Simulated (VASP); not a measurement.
A run of VASP 6.6.1:

Contents of INCAR:

```
  ALGO = Fast
  EDIFF = 1E-6
  ENCUT = 520
  GGA = PE
  ISIF = 2
  ISMEAR = 0
  LASPH = True
  LCHARG = False
  LREAL = False
  LWAVE = False
  NBANDS = 22
  NELM = 60
  PREC = Accurate
  SIGMA = 0.15
```

KPOINTS

```
k-points
0
Gamma
  18 18 10
```

File POSCAR:

```
Rh
1.0
    2.7794000000      0.0000000000      0.0000000000
   -1.3897000000      2.4070310073      0.0000000000
    0.0000000000      0.0000000000      4.1045000000
Rh
2
Direct
    0.6666666667      0.3333333333      0.7500000000
    0.3333333333      0.6666666667      0.2500000000
```

Potentials or basis: VASP PAW PBE potentials, release 64 (Rh_pv).

Launch:

```bash
$ cat potpaw_PBE.64/Rh_pv/POTCAR > POTCAR
$ mpirun -np 1 vasp_std > vasp.out
```

Hardware: 1 thread of Intel(R) Xeon(R) Platinum 8559C (Emerald Rapids), with other jobs on the host.

How long does it take, and how much memory?

Run time: 52 s on 1 thread of Intel(R) Xeon(R) Platinum 8559C (Emerald Rapids), on a shared host, peak memory 0.22 GiB. Counts: scf iterations 12, k points 222.
